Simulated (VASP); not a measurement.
# ZnSe (qlda) (F-43m) in VASP: vibrations by perturbation theory with LDA

Aim: the vibrations by perturbation theory of ZnSe (qlda) with LDA.

Program: VASP 6.6.1. These are calculated values, not measurements. Logs are shortened: lines on timing, memory, paths and dates and some standing lists are left out, and cuts for length are marked.

## (1) The cell of the first run

Symmetry: F-43m, No. 216, cubic system. The conventional cell has a = 5.567 Å, b = 5.567 Å, c = 5.567 Å, α = 90.00°, β = 90.00°, γ = 90.00°. Zn (site symmetry -43m) has 4 Se at 2.41 Å within 3.2 Å. Se (site symmetry -43m) has 4 Zn at 2.41 Å within 3.2 Å.

## (2) Vibrations by perturbation theory, LDA

INCAR reads:

```
PREC     = Accurate       # precision mode
ENCUT    = 500            # plane-wave cutoff, eV
EDIFF    = 1E-8           # SCF threshold, eV
ISMEAR   = 0              # smearing method
SIGMA    = 0.01           # smearing width, eV
LREAL    = F              # projectors in reciprocal space
LASPH    = T              # aspherical terms in the spheres
NELM     = 120            # most SCF steps
ALGO     = Normal         # electronic algorithm
ISIF     = 2              # what is computed and relaxed
LWAVE    = F              # write WAVECAR
LCHARG   = F              # write CHGCAR
IBRION   = 8              # ionic algorithm
NSW      = 1              # ionic steps
GGA_COMPAT= F
```

KPOINTS reads:

```
regular mesh
0
Gamma
  8 8 8
```

POSCAR reads:

```
ZnSe
1.0
    0.0000000000      2.7836740514      2.7836740514
    2.7836740514      0.0000000000      2.7836740514
    2.7836740514      2.7836740514      0.0000000000
Zn Se
1 1
Direct
    0.0000000000      0.0000000000      0.0000000000
    0.2500000000      0.2500000000      0.2500000000
```

Potentials or basis: VASP PAW LDA potentials, release 64 (Zn, Se).

Started as:

```
> cat potpaw_LDA.64/Zn/POTCAR potpaw_LDA.64/Se/POTCAR > POTCAR
> mpirun -np 1 vasp_std > vasp.out
```

OUTCAR:

```text
PREC = Accurate
   ENCUT = 500
   EDIFF = 1E-8
   ISMEAR = 0
   LREAL = F
   LASPH = T
   NELM = 120
   ISIF = 2
   IBRION = 8
   NSW = 1

 ion  position               nearest neighbor table
   1  0.000  0.000  0.000-   2 2.41   2 2.41   2 2.41   2 2.41
   2  0.250  0.250  0.250-   1 2.41   1 2.41   1 2.41   1 2.41

  LATTYP: Found a face centered cubic cell.
 ALAT       =     5.5673481028

  Lattice vectors:

 A1 = (   0.0000000000,   2.7836740514,   2.7836740514)
 A2 = (   2.7836740514,   0.0000000000,   2.7836740514)
 A3 = (   2.7836740514,   2.7836740514,   0.0000000000)

Analysis of symmetry for initial positions (statically):
=====================================================================
 Subroutine PRICEL returns:
 Original cell was already a primitive cell.

 Routine SETGRP: Setting up the symmetry group for a
 face centered cubic supercell.

 Subroutine GETGRP returns: Found 24 space group operations
 (whereof 24 operations were pure point group operations)
 out of a pool of 48 trial point group operations.

The static configuration has the point symmetry T_d .

Analysis of symmetry for dynamics (positions and initial velocities):
=====================================================================
 Subroutine PRICEL returns:
 Original cell was already a primitive cell.

 Routine SETGRP: Setting up the symmetry group for a
 face centered cubic supercell.

 Subroutine GETGRP returns: Found 24 space group operations
 (whereof 24 operations were pure point group operations)
 out of a pool of 48 trial point group operations.

The dynamic configuration has the point symmetry T_d .

 Subroutine INISYM returns: Found 24 space group operations
 (whereof 24 operations are pure point group operations),
 and found     1 'primitive' translations

----------------------------------------------------------------------------------------

                                     Primitive cell

  volume of cell :      43.1405

  direct lattice vectors                    reciprocal lattice vectors
     0.000000000  2.783674051  2.783674051    -0.179618731  0.179618731  0.179618731
     2.783674051  0.000000000  2.783674051     0.179618731 -0.179618731  0.179618731
     2.783674051  2.783674051  0.000000000     0.179618731  0.179618731 -0.179618731

  length of vectors
     3.936709597  3.936709597  3.936709597     0.311108768  0.311108768  0.311108768

  position of ions in fractional coordinates (direct lattice)
     0.000000000  0.000000000  0.000000000
     0.250000000  0.250000000  0.250000000

  ion indices of the primitive-cell ions
   primitive index   ion index
                 1           1
                 2           2

----------------------------------------------------------------------------------------

 KPOINTS: regular mesh

Automatic generation of k-mesh.
 Grid dimensions read from file:
 generate k-points for:    8    8    8

 Generating k-lattice:

  Cartesian coordinates                     Fractional coordinates (reciprocal lattice)
    -0.022452341  0.022452341  0.022452341     0.125000000  0.000000000  0.000000000
     0.022452341 -0.022452341  0.022452341     0.000000000  0.125000000  0.000000000
     0.022452341  0.022452341 -0.022452341     0.000000000  0.000000000  0.125000000

  Length of vectors
     0.038888596  0.038888596  0.038888596

  Shift w.r.t. Gamma in fractional coordinates (k-lattice)
     0.000000000  0.000000000  0.000000000

 Subroutine IBZKPT returns following result:
 ===========================================

 Found     29 irreducible k-points:

 Following reciprocal coordinates:
            Coordinates               Weight
  0.000000  0.000000  0.000000      1.000000
  0.125000  0.000000  0.000000      8.000000
  0.250000  0.000000  0.000000      8.000000
  0.375000  0.000000  0.000000      8.000000
  0.500000  0.000000  0.000000      4.000000
  0.125000  0.125000  0.000000      6.000000
[... 16 lines left out ...]
  0.500000  0.250000  0.125000     48.000000
 -0.375000  0.250000  0.125000     24.000000
 [... further k-points ...]
   k-points           NKPTS =     29   k-points in BZ     NKDIM =     29   number of bands    NBANDS=     13
   number of dos      NEDOS =    301   number of ions     NIONS =      2
   total plane-waves  NPLWV =  27000
[... 24 lines left out ...]
   TEBEG  =    0.0;   TEEND  =   0.0 temperature during run
   PSTRESS=    0.0 pullay stress
   NELECT =      18.0000    total number of electrons
   NUPDOWN=      -1.0000    fix difference up-down
   EMIN   =  10.00;   EMAX   =-10.00  energy-range for DOS
   EFERMI =   0.00;   METHOD = LEGACY
   ISMEAR =     0;   SIGMA  =   0.01  broadening in eV -4-tet -1-fermi 0-gaus
   EFERMI_NEDOS =   21; number of points for ismear=-14 and -15
   IALGO  =     38    algorithm
   IMIX   =      4    mixing-type and parameters
     AMIX     =   0.40;   BMIX     =  1.00
     AMIX_MAG =   1.60;   BMIX_MAG =  1.00
  volume/ion in A,a.u.               =      21.57       145.56
  Fermi-wavevector in a.u.,A,eV,Ry     =   1.223312  2.311725 20.361018  1.496493
  Thomas-Fermi vector in A             =   2.358428
   LORBIT       =      0    0 simple, 1 ext, 2 COOP (PROOUT), +10 PAW based schemes
   GGA     = CA    functional components
   LHFCALC =     F    Hartree Fock is set to
   AEXX    =    0.0000 exact exchange contribution
   IVDW    =     0    specifies the selected vdW correction
   LEPSILON=     F    determine dielectric tensor
   LRPA    =     F    only Hartree local field effects (RPA)
 non-spin polarized calculation
 Gauss-broadening in eV      SIGMA  =   0.01
  energy-cutoff  :      500.00
  volume of cell :       43.14
 maximum number of plane-waves:      1108
 NGX is ok and might be reduce to    30
   NGX = 15   NGY = 15   NGZ = 15

--------------------------------------- Ionic step        1  -------------------------------------------

 number of electron      17.9999987 magnetization

 Free energy of the ion-electron system (eV)
  ---------------------------------------------------
  ext. energy  EPLUGINS =         0.00000000
  ---------------------------------------------------
  free energy    TOTEN  =        -7.37165832 eV

  energy without entropy =       -7.37165832  energy(sigma->0) =       -7.37165832

 E-fermi :   2.1078     XC(G=0):  -9.9384

 val. band max:        1.9929769897   @ k =   0.0000   0.0000   0.0000
 cond. band min:       3.2831332278   @ k =   0.0000   0.0000   0.0000
 fundamental gap:      1.2901562380
 Fermi energy:         2.1078286627

 k-point     1 :       0.0000    0.0000    0.0000
  band No.  band energies     occupation
      1     -11.6545      2.00000
      2      -4.8933      2.00000
      3      -4.8933      2.00000
      4      -4.8933      2.00000
      5      -4.4846      2.00000
      6      -4.4846      2.00000
      7       1.9930      2.00000
      8       1.9930      2.00000
      9       1.9930      2.00000
     10       3.2831      0.00000
     11       7.6758      0.00000
     12       7.6758      0.00000
     13       7.6758      0.00000
[... 354 lines left out ...]
  band No.  band energies     occupation
      1     -10.6162      2.00000
      2      -4.7843      2.00000
      3      -4.7391      2.00000
      4      -4.5256      2.00000
      5      -4.4775      2.00000
      6      -4.2455      2.00000
      7      -3.2724      2.00000
      8      -0.6490      2.00000
      9       0.3718      2.00000
     10       6.2469      0.00000
     11       7.3529      0.00000
     12       9.4335      0.00000
     13      10.6934      0.00000

 [... further k-points ...]

------------------------ aborting loop because EDIFF is reached ----------------------------------------

  FORCE on cell =-STRESS in cart. coord.  units (eV):
  Direction    XX          YY          ZZ          XY          YZ          ZX
  --------------------------------------------------------------------------------------
  -------------------------------------------------------------------------------------
  Total        0.1006025      0.1006025      0.1006025      0.0000000     -0.0000000     -0.0000000
  in kB        3.7362355      3.7362355      3.7362355      0.0000000     -0.0000000     -0.0000000
  external PRESSURE =       3.7362355 kB  Pullay stress =       0.0000000 kB

 VOLUME and BASIS-vectors are now :
 -----------------------------------------------------------------------------
  energy-cutoff  :      500.00
  volume of cell :       43.14
      direct lattice vectors                 reciprocal lattice vectors
     0.000000000  2.783674051  2.783674051    -0.179618731  0.179618731  0.179618731
     2.783674051  0.000000000  2.783674051     0.179618731 -0.179618731  0.179618731
     2.783674051  2.783674051  0.000000000     0.179618731  0.179618731 -0.179618731

 POSITION                                       TOTAL-FORCE (eV/Angst)
 -----------------------------------------------------------------------------------
      0.00000      0.00000      0.00000         0.000000      0.000000      0.000000
      1.39184      1.39184      1.39184        -0.000000     -0.000000     -0.000000
 -----------------------------------------------------------------------------------
    total drift:                               -0.000000     -0.000000      0.000000

  FREE ENERGIE OF THE ION-ELECTRON SYSTEM (eV)
  ---------------------------------------------------
  free  energy   TOTEN  =        -7.3716583225 eV

  energy  without entropy=       -7.3716583225  energy(sigma->0) =       -7.37165832

[... ionic steps 2 to 3 ...]

--------------------------------------- Ionic step        4  -------------------------------------------

------------------------ aborting loop because EDIFF is reached ----------------------------------------

[... ionic steps 5 to 6 ...]

--------------------------------------- Ionic step        7  -------------------------------------------

 Free energy of the ion-electron system (eV)
  ---------------------------------------------------
  ---------------------------------------------------
  free energy    TOTEN  =        -0.08237773 eV

  energy without entropy =       -0.08237773

------------------------ aborting loop because EDIFF is reached ----------------------------------------

 INTERNAL STRAIN TENSOR  FOR ION    2  DIRECTION 1   (eV/Angst):
 -----------------------------------------------------------------------------
     0.00807  0.00000  0.00000
     0.00000  0.00204 -6.29474
     0.00000 -6.29474  0.00204

 INTERNAL STRAIN TENSOR FOR ION    2 for displacements in x,y,z  (eV/Angst):
          X           Y           Z          XY          YZ          ZX
  --------------------------------------------------------------------------------
  x     0.00000     0.00000     0.00000     0.00000    -6.29474     0.00000
  y    -0.00000     0.00000    -0.00000     0.00000     0.00000    -6.29474
  z     0.00000     0.00000     0.00000    -6.29474     0.00000     0.00000

 SECOND DERIVATIVES (NOT SYMMETRIZED)
 ------------------------------------
               1X          1Y          1Z          2X          2Y          2Z
  1X    -6.299555    0.000000    0.000000    6.299555    0.000000    0.000000
  1Y     0.000000   -6.299555    0.000000    0.000000    6.299555    0.000000
  1Z     0.000000    0.000000   -6.299555    0.000000    0.000000    6.299555
  2X     6.379206    0.000000    0.000000   -6.379206    0.000000    0.000000
  2Y     0.000000    6.379206    0.000000    0.000000   -6.379206    0.000000
  2Z     0.000000    0.000000    6.379206    0.000000    0.000000   -6.379206

 Eigenvectors and eigenvalues of the dynamical matrix
 ----------------------------------------------------

   1 f  =    6.579564 THz    41.340622 2PiTHz  219.470644 cm-1    27.210880 meV
             X         Y         Z           dx          dy          dz
      0.000000  0.000000  0.000000     0.000000    0.737487    0.000000
      1.391837  1.391837  1.391837     0.000000   -0.675361    0.000000
[... 21 lines left out ...]
   6 f/i=    0.020588 THz     0.129357 2PiTHz    0.686734 cm-1     0.085144 meV
             X         Y         Z           dx          dy          dz
      0.000000  0.000000  0.000000     0.576103    0.350051   -0.041020
      1.391837  1.391837  1.391837     0.629098    0.382252   -0.044793

--------------------------------------------------------------------------------------------------------

 ELASTIC MODULI CONTR FROM IONIC RELAXATION (kBar)
 Direction    XX          YY          ZZ          XY          YZ          ZX
 --------------------------------------------------------------------------------
 XX          -0.0000     -0.0000     -0.0000      0.0000     -0.0000     -0.0000
 YY          -0.0000     -0.0000     -0.0000      0.0000      0.0000     -0.0000
 ZZ          -0.0000     -0.0000     -0.0000     -0.0000      0.0000     -0.0000
 XY           0.0000      0.0000     -0.0000   -232.2219      0.0000      0.0000
 YZ          -0.0000      0.0000      0.0000      0.0000   -232.2219     -0.0000
 ZX          -0.0000     -0.0000     -0.0000      0.0000     -0.0000   -232.2219
 --------------------------------------------------------------------------------
```

It took 1.7 min on 1 thread of Intel Xeon Platinum 8375C at 2.90GHz (Ice Lake), shared host; peak memory 0.26 GiB.

What came out:

```
Highest phonon frequency at Γ, LO-TO splitting left out : 219 cm⁻¹
```

Phonon frequencies in cm⁻¹ (negative: imaginary):
| q point | frequencies |
| --- | --- |
| (0.000, 0.000, 0.000) | -1 -1 -1 219 219 219 |
